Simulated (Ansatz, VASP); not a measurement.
Two plane-wave programs on SnO2

```
Sn O
1.0
    -4.82719    4.82719    0.00000
    -4.82719   -4.82719    0.00000
     4.82719    0.00000    6.47630
Sn O
8 16
Cartesian
  -2.4248 2.4182 1.6084
  -2.4227 2.4207 4.8464
  -2.4237 -2.4057 1.6086
  -2.4255 -2.4077 4.8467
  -4.8364 -4.8199 -0.0106
  -0.0103 0.0057 3.2275
  -4.8385 0.0054 -0.0109
  -4.8389 0.0078 3.2274
  -3.9049 3.8984 1.6083
  0.9235 -0.9273 4.8463
  -3.9042 -0.9266 1.6084
  -3.9050 -0.9274 4.8458
  -0.9442 0.9400 1.6085
  -0.9436 0.9408 4.8460
  -5.7705 0.9419 1.6078
  -0.9446 -3.8865 4.8469
  -3.3588 1.4856 -0.0112
  -3.3578 1.4864 3.2281
  -3.3569 -3.3408 -0.0107
  -3.3572 -3.3415 3.2267
  -6.3188 -1.4735 -0.0108
  -1.4912 3.3543 3.2263
  -1.4901 -1.4724 -0.0107
  -1.4908 -1.4729 3.2278
```

Alike in both runs: functional PBE; k mesh 3 × 3 × 3; occupations gaussian, width 0.02 eV; no spin polarisation.

Ansatz relaxed the structure, and its values are those at the end. VASP's run is a single point on that final structure, the one shown.

|  | VASP | Ansatz |
| --- | --- | --- |
| version | VASP 6.6.1 | Ansatz 0.2.0 |
| potentials or method | VASP PAW PBE potentials, release 64 (Sn_d, O), cutoff 520 eV | scalar-relativistic, plane waves, PAW |
| valence electrons in the cell | 208 | 208 |

|  | VASP | Ansatz | Ansatz less VASP |
| --- | --- | --- | --- |
| gap on the k mesh at the Fermi level (eV) | 0.67 | 0.68 | +0.012 |
| least direct gap on the mesh (eV) | 0.67 | 0.68 | +0.012 |
| rms of the force components (eV/Å) | 0.008 | 0.004 | -0.0038 |

The functional is the same, so the differences come from potentials, cutoffs and numerics.
